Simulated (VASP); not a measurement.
# HfS2 (P-3m1) in VASP: a series of runs

HfS2 is run at these levels: PBE+D3(BJ); tasks: single point.

All numbers are computed with VASP 6.6.1; they aren't measurements. Logs are shortened: lines on timing, memory, paths and dates and some standing lists are left out, and cuts for length are marked.

### Step 1. The cell of the first run

The structure is trigonal, space group P-3m1 (No. 164). Conventional cell: a = 3.807 Å, b = 3.807 Å, c = 5.178 Å, α = 90.00°, β = 90.00°, γ = 120.00°. Hf (site symmetry -3m) has 6 S at 2.56 Å within 3.4 Å. Within 3.5 Å of S (site symmetry 3m) lie 3 Hf at 2.56 Å and 6 S at 3.38 to 3.41 Å.

### Step 2. Single point, PBE+D3(BJ)

Input file INCAR:

```
ALGO = Normal ; EDIFF = 1E-6
ENCUT = 500 ; GGA = PE
GGA_COMPAT = F ; ISIF = 2
ISMEAR = 0 ; IVDW = 12
LASPH = T ; LCHARG = F
LREAL = F ; LWAVE = F
NBANDS = 18 ; NELM = 120
PREC = Accurate ; SIGMA = 0.05
```

Input file KPOINTS:

```
k-points
0
Gamma
  12 12 6
```

Input file POSCAR:

```
HfS2
1.0
    3.8065911033      0.0000000000      0.0000000000
   -1.9032955517      3.2966045973      0.0000000000
    0.0000000000      0.0000000000      5.1778676765
Hf S
1 2
Direct
    0.0000000000      0.0000000000      0.0000000000
    0.6666666667      0.3333333333      0.7476059866
    0.3333333333      0.6666666667      0.2523940134
```

Potentials or basis: VASP PAW PBE potentials, release 64 (Hf_pv, S).

On the command line:

```console
> cat potpaw_PBE.64/Hf_pv/POTCAR potpaw_PBE.64/S/POTCAR > POTCAR
> mpirun -np 1 vasp_std > vasp.out
```

OUTCAR:

```text
EDIFF = 1E-6
   ENCUT = 500
   GGA = PE
   ISIF = 2
   ISMEAR = 0
   IVDW = 12
   LASPH = T
   LREAL = F
   NELM = 120
   PREC = Accurate
 IVDW          = 12

 ion  position               nearest neighbor table
   1  0.000  0.000  0.000-   2 2.56   3 2.56   2 2.56   3 2.56   2 2.56   3 2.56
   2  0.667  0.333  0.748-   1 2.56   1 2.56   1 2.56
   3  0.333  0.667  0.252-   1 2.56   1 2.56   1 2.56

  LATTYP: Found a hexagonal cell.
 ALAT       =     3.8065911033
 C/A-ratio  =     1.3602374240

  Lattice vectors:

 A1 = (   3.8065911033,   0.0000000000,   0.0000000000)
 A2 = (  -1.9032955517,   3.2966045973,   0.0000000000)
 A3 = (   0.0000000000,   0.0000000000,   5.1778676765)

Analysis of symmetry for initial positions (statically):
=====================================================================
 Subroutine PRICEL returns:
 Original cell was already a primitive cell.

 Routine SETGRP: Setting up the symmetry group for a
 hexagonal supercell.

 Subroutine GETGRP returns: Found 12 space group operations
 (whereof 12 operations were pure point group operations)
 out of a pool of 24 trial point group operations.

The static configuration has the point symmetry D_3d.

Analysis of symmetry for dynamics (positions and initial velocities):
=====================================================================
 Subroutine PRICEL returns:
 Original cell was already a primitive cell.

 Routine SETGRP: Setting up the symmetry group for a
 hexagonal supercell.

 Subroutine GETGRP returns: Found 12 space group operations
 (whereof 12 operations were pure point group operations)
 out of a pool of 24 trial point group operations.

The dynamic configuration has the point symmetry D_3d.

 Subroutine INISYM returns: Found 12 space group operations
 (whereof 12 operations are pure point group operations),
 and found     1 'primitive' translations

----------------------------------------------------------------------------------------

                                     Primitive cell

  volume of cell :      64.9762

  direct lattice vectors                    reciprocal lattice vectors
     3.806591103  0.000000000  0.000000000     0.262702237  0.151671208  0.000000000
    -1.903295552  3.296604597  0.000000000     0.000000000  0.303342415  0.000000000
     0.000000000  0.000000000  5.177867677     0.000000000  0.000000000  0.193129694

  length of vectors
     3.806591103  3.806591103  5.177867677     0.303342415  0.303342415  0.193129694

  position of ions in fractional coordinates (direct lattice)
     0.000000000  0.000000000  0.000000000
     0.666666667  0.333333333  0.747605987
     0.333333333  0.666666667  0.252394013

  ion indices of the primitive-cell ions
   primitive index   ion index
                 1           1
                 2           2
                 3           3

----------------------------------------------------------------------------------------

 KPOINTS: k-points

Automatic generation of k-mesh.
 Grid dimensions read from file:
 generate k-points for:   12   12    6

 Generating k-lattice:

  Cartesian coordinates                     Fractional coordinates (reciprocal lattice)
     0.021891853  0.012639267  0.000000000     0.083333333  0.000000000  0.000000000
     0.000000000  0.025278535  0.000000000     0.000000000  0.083333333  0.000000000
     0.000000000  0.000000000  0.032188282     0.000000000  0.000000000  0.166666667

  Length of vectors
     0.025278535  0.025278535  0.032188282

  Shift w.r.t. Gamma in fractional coordinates (k-lattice)
     0.000000000  0.000000000  0.000000000

 Subroutine IBZKPT returns following result:
 ===========================================

 Found    100 irreducible k-points:

 Following reciprocal coordinates:
            Coordinates               Weight
  0.000000  0.000000  0.000000      1.000000
  0.083333  0.000000  0.000000      6.000000
  0.166667  0.000000  0.000000      6.000000
  0.250000  0.000000  0.000000      6.000000
  0.333333  0.000000  0.000000      6.000000
  0.416667  0.000000  0.000000      6.000000
[... 16 lines left out ...]
  0.166667  0.000000  0.166667      6.000000
  0.000000  0.166667  0.166667      6.000000
 [... further k-points ...]
   k-points           NKPTS =    100   k-points in BZ     NKDIM =    100   number of bands    NBANDS=     18
   number of dos      NEDOS =    301   number of ions     NIONS =      3
   total plane-waves  NPLWV =  31360
   dimension x,y,z NGX =    28 NGY =   28 NGZ =   40
   dimension x,y,z NGXF=    56 NGYF=   56 NGZF=   80
   ions per type =               1   2
   NGX,Y,Z   is equivalent  to a cutoff of  12.23, 12.23, 12.84 a.u.
   NGXF,Y,Z  is equivalent  to a cutoff of  24.46, 24.46, 25.69 a.u.
 SYSTEM =  unknown system
   PREC   = accura    normal or accurate (medium, high low for compatibility)
   ISTART =      0    job   : 0-new  1-cont  2-samecut
   ICHARG =      2    charge: 1-file 2-atom 10-const
   ISPIN  =      1    spin polarized calculation?
   LNONCOLLINEAR =      F non collinear calculations
   LSORBIT =      F    spin-orbit coupling
   LASPH  =      T    aspherical Exc in radial PAW
   ENCUT  =  500.0 eV  36.75 Ry    6.06 a.u.   6.94  6.94  9.44*2*pi/ulx,y,z
   NELM   =    120;   NELMIN=  2; NELMDL= -5     # of ELM steps
   EDIFF  = 0.1E-05   stopping-criterion for ELM
   LREAL  =      F    real-space projection
   EDIFFG = 0.1E-04   stopping-criterion for IOM
   NSW    =      0    number of steps for IOM
   IBRION =     -1    ionic relax: 0-MD 1-quasi-New 2-CG
   NFREE  =      0    steps in history (QN), initial steepest desc. (CG)
   ISIF   =      2    stress and relaxation
   ISYM   =      2    0-nonsym 1-usesym 2-fastsym
   POTIM  = 0.5000    time-step for ionic-motion
   TEBEG  =    0.0;   TEEND  =   0.0 temperature during run
   PSTRESS=    0.0 pullay stress
   NELECT =      22.0000    total number of electrons
   NUPDOWN=      -1.0000    fix difference up-down
   EMIN   =  10.00;   EMAX   =-10.00  energy-range for DOS
   EFERMI =   0.00;   METHOD = LEGACY
   ISMEAR =     0;   SIGMA  =   0.05  broadening in eV -4-tet -1-fermi 0-gaus
   EFERMI_NEDOS =   21; number of points for ismear=-14 and -15
   IALGO  =     38    algorithm
   IMIX   =      4    mixing-type and parameters
     AMIX     =   0.40;   BMIX     =  1.00
     AMIX_MAG =   1.60;   BMIX_MAG =  1.00
  volume/ion in A,a.u.               =      21.66       146.16
  Fermi-wavevector in a.u.,A,eV,Ry     =   1.141032  2.156237 17.714151  1.301953
  Thomas-Fermi vector in A             =   2.277733
   LORBIT       =      0    0 simple, 1 ext, 2 COOP (PROOUT), +10 PAW based schemes
   GGA     = PE    functional components
   LHFCALC =     F    Hartree Fock is set to
   AEXX    =    0.0000 exact exchange contribution
   IVDW    =    12    specifies the selected vdW correction
   LEPSILON=     F    determine dielectric tensor
   LRPA    =     F    only Hartree local field effects (RPA)
 non-spin polarized calculation
 Gauss-broadening in eV      SIGMA  =   0.05
  energy-cutoff  :      500.00
  volume of cell :       64.98
 maximum number of plane-waves:      1667
   NGX = 13   NGY = 13   NGZ = 19

 number of electron      21.9999999 magnetization

 Free energy of the ion-electron system (eV)
  ---------------------------------------------------
  ext. energy  EPLUGINS =         0.00000000
  ---------------------------------------------------
  free energy    TOTEN  =       -22.58936267 eV

  energy without entropy =      -22.58936267  energy(sigma->0) =      -22.58936267

 E-fermi :   4.5852     XC(G=0):  -9.8776

 val. band max:        4.3898369178   @ k =   0.0000   0.0000   0.0000
 cond. band min:       5.0367474773   @ k =   0.5000   0.0000   0.0000
 fundamental gap:      0.6469105595
 Fermi energy:         4.5851767966

 k-point     1 :       0.0000    0.0000    0.0000
  band No.  band energies     occupation
      1     -27.2745      2.00000
      2     -27.1410      2.00000
      3     -27.1410      2.00000
      4      -9.4671      2.00000
      5      -7.2473      2.00000
      6      -0.9252      2.00000
[... 10 lines left out ...]
     17       9.0514      0.00000
     18       9.5742      0.00000

 k-point     2 :       0.0833    0.0000    0.0000
  band No.  band energies     occupation
      1     -27.2730      2.00000
      2     -27.1494      2.00000
      3     -27.1429      2.00000
      4      -9.3936      2.00000
      5      -7.2831      2.00000
      6      -0.8352      2.00000
[... 10 lines left out ...]
     17       9.6379      0.00000
     18       9.8924      0.00000

 k-point     3 :       0.1667    0.0000    0.0000
  band No.  band energies     occupation
      1     -27.2690      2.00000
      2     -27.1720      2.00000
      3     -27.1480      2.00000
      4      -9.1845      2.00000
      5      -7.3802      2.00000
      6      -0.5780      2.00000
[... 10 lines left out ...]
     17      10.2202      0.00000
     18      10.9246      0.00000

 k-point     4 :       0.2500    0.0000    0.0000
  band No.  band energies     occupation
      1     -27.2636      2.00000
      2     -27.2027      2.00000
      3     -27.1549      2.00000
      4      -8.8744      2.00000
      5      -7.5129      2.00000
      6      -0.2212      2.00000
[... 375 lines left out ...]
      4      -9.3071      2.00000
      5      -7.4431      2.00000
      6      -0.5896      2.00000
[... 10 lines left out ...]
     17       9.8155      0.00000
     18      10.5326      0.00000

 k-point    23 :       0.1667    0.0000    0.1667
  band No.  band energies     occupation
      1     -27.2693      2.00000
      2     -27.1720      2.00000
      3     -27.1480      2.00000
      4      -9.0957      2.00000
      5      -7.5284      2.00000
      6      -0.4125      2.00000
[... 10 lines left out ...]
     17      10.7410      0.00000
     18      10.9210      0.00000

 k-point    24 :       0.0000    0.1667    0.1667
  band No.  band energies     occupation
      1     -27.2693      2.00000
      2     -27.1720      2.00000
      3     -27.1480      2.00000
      4      -9.1087      2.00000
      5      -7.5006      2.00000
      6      -0.5251      2.00000
[... 10 lines left out ...]
     17      10.2537      0.00000
     18      11.1434      0.00000

 [... further k-points ...]

------------------------ aborting loop because EDIFF is reached ----------------------------------------

 Edisp (eV)   -1.02583

 E8    (eV) :    -0.4440

  FORCE on cell =-STRESS in cart. coord.  units (eV):
  Direction    XX          YY          ZZ          XY          YZ          ZX
  --------------------------------------------------------------------------------------
  -------------------------------------------------------------------------------------
  Total      -2.45370    -2.45370     2.19880     0.00000     0.00000     0.00000
  in kB     -60.50307   -60.50307    54.21774     0.00000     0.00000     0.00000
  external pressure =      -22.26 kB  Pullay stress =        0.00 kB

 VOLUME and BASIS-vectors are now :
 -----------------------------------------------------------------------------
  energy-cutoff  :      500.00
  volume of cell :       64.98
      direct lattice vectors                 reciprocal lattice vectors
     3.806591103  0.000000000  0.000000000     0.262702237  0.151671208  0.000000000
    -1.903295552  3.296604597  0.000000000     0.000000000  0.303342415  0.000000000
     0.000000000  0.000000000  5.177867677     0.000000000  0.000000000  0.193129694

 POSITION                                       TOTAL-FORCE (eV/Angst)
 -----------------------------------------------------------------------------------
      0.00000      0.00000      0.00000        -0.000000      0.000000     -0.000000
      1.90330      1.09887      3.87100         0.000000      0.000000     -0.225164
     -0.00000      2.19774      1.30686        -0.000000     -0.000000      0.225164
 -----------------------------------------------------------------------------------
    total drift:                               -0.000000      0.000000      0.000000

  FREE ENERGIE OF THE ION-ELECTRON SYSTEM (eV)
  ---------------------------------------------------
  free  energy   TOTEN  =       -23.6151896147 eV

  energy  without entropy=      -23.6151896147  energy(sigma->0) =      -23.61518961
```

Run time: 1.7 min. Hardware: 1 thread of Intel Xeon 8259CL, shared host; peak memory 0.26 GiB.

What came out:

- Free energy: -23.6152 eV
- Pressure: -2.2 GPa
- Largest force: 0.225 eV/Å
- Band gap on the k mesh: 0.65 eV (least direct gap 1.15 eV)
- Dispersion energy per atom: -0.342 eV

Forces in eV/Å, atoms in the order of the input:
```
Hf   0.000  0.000  0.000
S    0.000  0.000 -0.225
S    0.000  0.000  0.225
```

Levels at points of the mesh, in eV from the valence-band top:
| k point | band 9 | band 10 | band 11 | band 12 | band 13 | band 14 |
| --- | --- | --- | --- | --- | --- | --- |
| (0.00, 0.00, 0.00) | -0.97 | -0.97 | 0.00 | 1.15 | 1.15 | 2.11 |
| (0.50, 0.00, 0.00) | -2.97 | -2.74 | -2.59 | 0.65 | 2.41 | 2.75 |
| (0.00, 0.00, 0.50) | -2.42 | -1.30 | -1.30 | 1.00 | 1.00 | 2.03 |
| (0.50, 0.00, 0.50) | -2.49 | -2.01 | -1.02 | 0.96 | 2.55 | 2.69 |

Caveat: spin-orbit coupling is left out, which moves the levels of the heavy elements. A k mesh can miss the band edges.

(Part 1 of 2 ends here.)
